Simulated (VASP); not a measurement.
A run of VASP 6.6.1 is set up as follows.

Contents of INCAR:

```
SYSTEM = SrTiO3
ALGO     = Normal         ! electronic algorithm
EDIFF    = 1E-6           ! SCF threshold, eV
ENCUT    = 520            ! plane-wave cutoff, eV
GGA      = CA             ! functional
ISIF     = 2              ! what is computed and relaxed
ISMEAR   = -1             ! smearing method
LASPH    = .TRUE.         ! aspherical terms in the spheres
LCHARG   = .FALSE.        ! write CHGCAR
LREAL    = .FALSE.        ! projectors in reciprocal space
LWAVE    = .FALSE.        ! write WAVECAR
NBANDS   = 51             ! bands
NELM     = 80             ! most SCF steps
PREC     = Accurate       ! precision mode
SIGMA    = 0.02           ! smearing width, eV
```

File KPOINTS:

```
k-points
0
G
  6 6 6
  0 0 0
```

Contents of POSCAR:

```
SrTiO3
1.0
   -2.7153380969      2.7153380969      3.8709984096
    2.7153380969     -2.7153380969      3.8709984096
    2.7153380969      2.7153380969     -3.8709984096
Sr Ti O
2 2 6
Direct
    0.7500000000      0.2500000000      0.5000000000
    0.2500000000      0.7500000000      0.5000000000
    0.0000000000      0.0000000000      0.0000000000
    0.5000000000      0.5000000000      0.0000000000
    0.7774331478      0.2774331478      0.0548662955
    0.2774331478      0.2225668522      0.5000000000
    0.7225668522      0.7774331478      0.5000000000
    0.2225668522      0.7225668522      0.9451337045
    0.7500000000      0.7500000000      0.0000000000
    0.2500000000      0.2500000000      0.0000000000
```

Potentials or basis: VASP PAW LDA potentials, release 64 (Sr_sv, Ti_sv, O).

Run with:

```console
$ cat potpaw_LDA.64/Sr_sv/POTCAR potpaw_LDA.64/Ti_sv/POTCAR potpaw_LDA.64/O/POTCAR > POTCAR
$ mpirun -np 1 vasp_std > vasp.out
```

**Question.** What does it give for the pressure?

**Answer.** 1.1 GPa.

**Question.** Predict the band gap on the k mesh.

**Answer.** 1.97 eV, indirect (least direct gap 1.98 eV).

**Question.** Predict the largest force.

**Answer.** 0.003 eV/Å.

Forces on the atoms (eV/Å):
```
Sr   0.000  0.000  0.000
Sr   0.000  0.000  0.000
Ti   0.000  0.000  0.000
Ti   0.000  0.000  0.000
O   -0.002 -0.002  0.000
O    0.002 -0.002  0.000
O   -0.002  0.002  0.000
O    0.002  0.002  0.000
O    0.000  0.000  0.000
O    0.000  0.000  0.000
```

A k mesh can miss the band edges.
